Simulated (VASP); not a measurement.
# AlN (Cc) in VASP: further runs, part 2 of 2

VASP 6.6.1.

## (4) Single point, PBE (strain +0.0150 x Voigt [0, 0, 0, 0, 1, 0])

File INCAR:

```
SYSTEM = AlN
PREC = Accurate
ENCUT = 520
EDIFF = 1E-6
ISMEAR = 0
SIGMA = 0.05
LREAL = .FALSE.
LASPH = .TRUE.
NELM = 100
ALGO = Normal
ISIF = 2
LWAVE = .FALSE.
LCHARG = .FALSE.
GGA = PE
NBANDS = 16
```

File KPOINTS:

```
regular mesh
0
G
  12 12 6
  0 0 0
```

File POSCAR:

```
AlN
1.0
    3.1302395629      0.0000000000      0.0234767967
   -1.5651197815      2.7108669814     -0.0117383984
    0.0376348474      0.0000000000      5.0179796548
Al N
2 2
Direct
    0.3333333333      0.6666666667      0.0017287175
    0.6666666667      0.3333333333      0.5017287175
    0.3333333333      0.6666666667      0.3832712825
    0.6666666667      0.3333333333      0.8832712825
```

Potentials or basis: VASP PAW PBE potentials, release 64 (Al, N).

Started as:

```bash
$ cat potpaw_PBE.64/Al/POTCAR potpaw_PBE.64/N/POTCAR > POTCAR
$ mpirun -np 1 vasp_std > vasp.out
```

OUTCAR:

```text
SYSTEM = AlN
   PREC = Accurate
   ENCUT = 520
   EDIFF = 1E-6
   ISMEAR = 0
   LREAL = .FALSE.
   LASPH = .TRUE.
   NELM = 100
   ISIF = 2
   GGA = PE

 ion  position               nearest neighbor table
   1  0.333  0.667  0.002-   4 1.90   4 1.90   4 1.91   3 1.91   2 3.07   2 3.07   2 3.09   2 3.09
                             2 3.11   2 3.11
   2  0.667  0.333  0.502-   3 1.90   3 1.90   3 1.91   4 1.91   1 3.07   1 3.07   1 3.09   1 3.09
                             1 3.11   1 3.11
   3  0.333  0.667  0.383-   2 1.90   2 1.90   2 1.91   1 1.91
   4  0.667  0.333  0.883-   1 1.90   1 1.90   1 1.91   2 1.91

  LATTYP: Found a base centered monoclinic cell.
 ALAT       =     3.1303275996
 B/A-ratio  =     1.7320020957
 C/A-ratio  =     1.6030656932
 COS(beta)  =    -0.0149991563

  Lattice vectors:

 A1 = (  -1.5651197815,   2.7108669814,  -0.0117383984)
 A2 = (  -1.5651197814,  -2.7108669814,  -0.0117383983)
 A3 = (   0.0376348474,   0.0000000000,   5.0179796548)

Analysis of symmetry for initial positions (statically):
=====================================================================
 Subroutine PRICEL returns:
 Original cell was already a primitive cell.

 Routine SETGRP: Setting up the symmetry group for a
 base centered monoclinic supercell.

 Subroutine GETGRP returns: Found  2 space group operations
 (whereof  1 operations were pure point group operations)
 out of a pool of  4 trial point group operations.

The static configuration has the point symmetry C_1 .
 The point group associated with its full space group is C_1h.

Analysis of symmetry for dynamics (positions and initial velocities):
=====================================================================
 Subroutine PRICEL returns:
 Original cell was already a primitive cell.

 Routine SETGRP: Setting up the symmetry group for a
 base centered monoclinic supercell.

 Subroutine GETGRP returns: Found  2 space group operations
 (whereof  1 operations were pure point group operations)
 out of a pool of  4 trial point group operations.

The dynamic configuration has the point symmetry C_1 .
 The point group associated with its full space group is C_1h.

 Subroutine INISYM returns: Found  2 space group operations
 (whereof  1 operations are pure point group operations),
 and found     1 'primitive' translations

----------------------------------------------------------------------------------------

                                     Primitive cell

  volume of cell :      42.5785

  direct lattice vectors                    reciprocal lattice vectors
     3.130239563  0.000000000  0.023476797     0.319482338  0.184442838 -0.002396118
    -1.565119781  2.710866981 -0.011738398     0.000000000  0.368885676  0.000000000
     0.037634847  0.000000000  5.017979655    -0.001494710  0.000000000  0.199294601

  length of vectors
     3.130327600  3.130261572  5.018120783     0.368909021  0.368885676  0.199300206

  position of ions in fractional coordinates (direct lattice)
     0.333333333  0.666666667  0.001728718
     0.666666667  0.333333333  0.501728718
     0.333333333  0.666666667  0.383271282
     0.666666667  0.333333333  0.883271282

  ion indices of the primitive-cell ions
   primitive index   ion index
                 1           1
                 2           2
                 3           3
[... 22 lines left out ...]

 Subroutine IBZKPT returns following result:
 ===========================================

 Found    242 irreducible k-points:

 Following reciprocal coordinates:
            Coordinates               Weight
  0.000000  0.000000  0.000000      1.000000
  0.083333 -0.000000  0.000000      4.000000
  0.166667 -0.000000  0.000000      4.000000
  0.250000 -0.000000  0.000000      4.000000
  0.333333 -0.000000  0.000000      4.000000
  0.416667 -0.000000  0.000000      4.000000
[... 16 lines left out ...]
  0.333333  0.166667  0.000000      4.000000
  0.416667  0.166667  0.000000      4.000000
 [... further k-points ...]
   k-points           NKPTS =    242   k-points in BZ     NKDIM =    242   number of bands    NBANDS=     16
   number of dos      NEDOS =    301   number of ions     NIONS =      4
   total plane-waves  NPLWV =  23040
   dimension x,y,z NGX =    24 NGY =   24 NGZ =   40
   dimension x,y,z NGXF=    48 NGYF=   48 NGZF=   80
   ions per type =               2   2
   NGX,Y,Z   is equivalent  to a cutoff of  12.75, 12.75, 13.25 a.u.
   NGXF,Y,Z  is equivalent  to a cutoff of  25.49, 25.49, 26.50 a.u.
 SYSTEM =  AlN
   PREC   = accura    normal or accurate (medium, high low for compatibility)
   ISTART =      0    job   : 0-new  1-cont  2-samecut
   ICHARG =      2    charge: 1-file 2-atom 10-const
   ISPIN  =      1    spin polarized calculation?
   LNONCOLLINEAR =      F non collinear calculations
   LSORBIT =      F    spin-orbit coupling
   LASPH  =      T    aspherical Exc in radial PAW
   ENCUT  =  520.0 eV  38.22 Ry    6.18 a.u.   5.82  5.82  9.33*2*pi/ulx,y,z
   NELM   =    100;   NELMIN=  2; NELMDL= -5     # of ELM steps
   EDIFF  = 0.1E-05   stopping-criterion for ELM
   LREAL  =      F    real-space projection
   EDIFFG = 0.1E-04   stopping-criterion for IOM
   NSW    =      0    number of steps for IOM
   IBRION =     -1    ionic relax: 0-MD 1-quasi-New 2-CG
   NFREE  =      0    steps in history (QN), initial steepest desc. (CG)
   ISIF   =      2    stress and relaxation
   ISYM   =      2    0-nonsym 1-usesym 2-fastsym
   POTIM  = 0.5000    time-step for ionic-motion
   TEBEG  =    0.0;   TEEND  =   0.0 temperature during run
   PSTRESS=    0.0 pullay stress
   NELECT =      16.0000    total number of electrons
   NUPDOWN=      -1.0000    fix difference up-down
   EMIN   =  10.00;   EMAX   =-10.00  energy-range for DOS
   EFERMI =   0.00;   METHOD = LEGACY
   ISMEAR =     0;   SIGMA  =   0.05  broadening in eV -4-tet -1-fermi 0-gaus
   EFERMI_NEDOS =   21; number of points for ismear=-14 and -15
   IALGO  =     38    algorithm
   IMIX   =      4    mixing-type and parameters
     AMIX     =   0.40;   BMIX     =  1.00
     AMIX_MAG =   1.60;   BMIX_MAG =  1.00
  volume/ion in A,a.u.               =      10.64        71.83
  Fermi-wavevector in a.u.,A,eV,Ry     =   1.181367  2.232459 18.988663  1.395627
  Thomas-Fermi vector in A             =   2.317642
   LORBIT       =      0    0 simple, 1 ext, 2 COOP (PROOUT), +10 PAW based schemes
   GGA     = PE    functional components
   LHFCALC =     F    Hartree Fock is set to
   AEXX    =    0.0000 exact exchange contribution
   IVDW    =     0    specifies the selected vdW correction
   LEPSILON=     F    determine dielectric tensor
   LRPA    =     F    only Hartree local field effects (RPA)
 non-spin polarized calculation
 Gauss-broadening in eV      SIGMA  =   0.05
  energy-cutoff  :      520.00
  volume of cell :       42.58
 maximum number of plane-waves:      1162
   NGX = 11   NGY = 11   NGZ = 19

 number of electron      15.9999998 magnetization

 Free energy of the ion-electron system (eV)
  ---------------------------------------------------
  ext. energy  EPLUGINS =         0.00000000
  ---------------------------------------------------
  free energy    TOTEN  =       -29.77678309 eV

  energy without entropy =      -29.77678309  energy(sigma->0) =      -29.77678309

 E-fermi :   6.2365     XC(G=0): -10.8272

 val. band max:        5.9727055320   @ k =   0.0000   0.0000   0.0000
 cond. band min:      10.0061300679   @ k =   0.0000   0.0000   0.0000
 fundamental gap:      4.0334245359
 Fermi energy:         6.2365163106

 k-point     1 :       0.0000    0.0000    0.0000
  band No.  band energies     occupation
      1      -9.1029      2.00000
      2      -7.0195      2.00000
      3       0.0597      2.00000
      4       5.1190      2.00000
      5       5.1192      2.00000
      6       5.7555      2.00000
[... 433 lines left out ...]
      3       0.8477      2.00000
      4       2.0372      2.00000
      5       2.9272      2.00000
      6       3.0026      2.00000
[... 8 lines left out ...]
     15      18.7642      0.00000
     16      20.4602      0.00000

 [... further k-points ...]
[... 5 lines left out ...]
  --------------------------------------------------------------------------------------
  -------------------------------------------------------------------------------------
  Total       -0.0714693     -0.0705712     -0.0482580      0.0000000      0.0000000     -0.4967225
  in kB       -2.6893024     -2.6555102     -1.8158887      0.0000000      0.0000000    -18.6910691
  external PRESSURE =      -2.3869004 kB  Pullay stress =       0.0000000 kB

 VOLUME and BASIS-vectors are now :
 -----------------------------------------------------------------------------
  energy-cutoff  :      520.00
  volume of cell :       42.58
      direct lattice vectors                 reciprocal lattice vectors
     3.130239563  0.000000000  0.023476797     0.319482338  0.184442838 -0.002396118
    -1.565119781  2.710866981 -0.011738398     0.000000000  0.368885676  0.000000000
     0.037634847  0.000000000  5.017979655    -0.001494710  0.000000000  0.199294601

 POSITION                                       TOTAL-FORCE (eV/Angst)
 -----------------------------------------------------------------------------------
      0.00007      1.80724      0.00867        -0.072983      0.003072      0.002042
      1.58400      0.90362      2.52940        -0.072983     -0.003072      0.002042
      0.01442      1.80724      1.92325         0.072983      0.003760     -0.002042
      1.59836      0.90362      4.44398         0.072983     -0.003760     -0.002042
 -----------------------------------------------------------------------------------
    total drift:                               -0.000282     -0.000000      0.000503

  FREE ENERGIE OF THE ION-ELECTRON SYSTEM (eV)
  ---------------------------------------------------
  free  energy   TOTEN  =       -29.7767830904 eV

  energy  without entropy=      -29.7767830904  energy(sigma->0) =      -29.77678309
```

OSZICAR:

```text
N       E                     dE             d eps       ncg     rms          rms(c)
DAV:   1     0.407766670098E+02    0.40777E+02   -0.72774E+03  7744   0.892E+02
DAV:   2    -0.309488984565E+02   -0.71726E+02   -0.65624E+02 10832   0.186E+02
DAV:   3    -0.344319379807E+02   -0.34830E+01   -0.34725E+01  9680   0.424E+01
DAV:   4    -0.344534557097E+02   -0.21518E-01   -0.21516E-01  9688   0.378E+00
DAV:   5    -0.344537424816E+02   -0.28677E-03   -0.28677E-03  9920   0.439E-01    0.121E+01
DAV:   6    -0.297618156395E+02    0.46919E+01   -0.10688E+01  9320   0.236E+01    0.411E+00
DAV:   7    -0.297885836734E+02   -0.26768E-01   -0.65812E-01  8424   0.571E+00    0.292E+00
DAV:   8    -0.297814733401E+02    0.71103E-02   -0.62197E-02  8912   0.230E+00    0.623E-01
DAV:   9    -0.297762280989E+02    0.52452E-02   -0.12411E-02 10584   0.823E-01    0.252E-01
DAV:  10    -0.297768669160E+02   -0.63882E-03   -0.23836E-03  8480   0.306E-01    0.137E-01
DAV:  11    -0.297767798300E+02    0.87086E-04   -0.18414E-04  9240   0.104E-01    0.342E-02
DAV:  12    -0.297767832029E+02   -0.33729E-05   -0.12244E-05  8568   0.279E-02    0.707E-03
DAV:  13    -0.297767830904E+02    0.11247E-06   -0.45156E-06  9232   0.163E-02
   1 F= -.29776783E+02 E0= -.29776783E+02  d E =-.265598E-16
```

Run time: 53 s. Hardware: 1 thread of Intel Xeon 6975P-C (Granite Rapids), shared host; peak memory 0.25 GiB.

Results:

```yaml
Free_energy: -29.7768 eV
Pressure: -0.2 GPa
Largest_force: 0.073 eV/Å
Band_gap_on_the_k_mesh: 4.03 eV, direct
```

Forces on the atoms (eV/Å):
```
Al  -0.073  0.003  0.002
Al  -0.073 -0.003  0.002
N    0.073  0.004 -0.002
N    0.073 -0.004 -0.002
```

Levels at points of the mesh, in eV from the valence-band top:
```csv
k point,band 5,band 6,band 7,band 8,band 9,band 10,band 11,band 12
"(0.00, 0.00, 0.00)",-0.85,-0.22,-0.21,0.00,4.03,6.50,10.44,11.02
"(0.50, 0.00, 0.00)",-3.30,-2.06,-1.75,-0.69,5.74,5.77,8.01,10.14
"(0.00, 0.50, 0.00)",-3.30,-2.06,-1.75,-0.69,5.75,5.75,8.00,10.13
"(0.00, 0.00, 0.50)",-0.57,-0.57,-0.51,-0.51,6.30,6.30,10.16,10.16
"(0.50, 0.00, 0.50)",-1.47,-1.44,-1.41,-1.29,5.20,5.28,9.03,9.24
"(0.00, 0.50, 0.50)",-1.46,-1.46,-1.34,-1.34,5.24,5.24,9.14,9.14
```

Caveat: the cell differs from its parent crystal (strain +0.0150 x Voigt [0, 0, 0, 0, 1, 0]). A k mesh can miss the band edges.

## (5) The runs side by side

```csv
cell,gap on the mesh (eV),pressure (GPa),largest force (eV/Å)
"a = 3.130, b = 3.130, c = 5.018 Å, angles 90.2, 89.6, 120.0°, 4 atoms",4.04,-0.3,0.04
"a = 3.131, b = 3.130, c = 5.019 Å, angles 89.1, 91.7, 120.0°, 4 atoms",4.01,-0.2,0.15
"a = 3.130, b = 3.130, c = 5.018 Å, angles 90.4, 89.1, 120.0°, 4 atoms",4.03,-0.2,0.07
```

Alike in all rows: task single point; level PBE; potentials or basis VASP PAW PBE potentials, release 64 (Al, N); no spin polarisation; k mesh 12 × 12 × 6; cutoff (eV) 520; smearing gaussian 0.05 eV.

Total energies depend on the potentials used, so only differences within one code and one set of settings carry meaning.
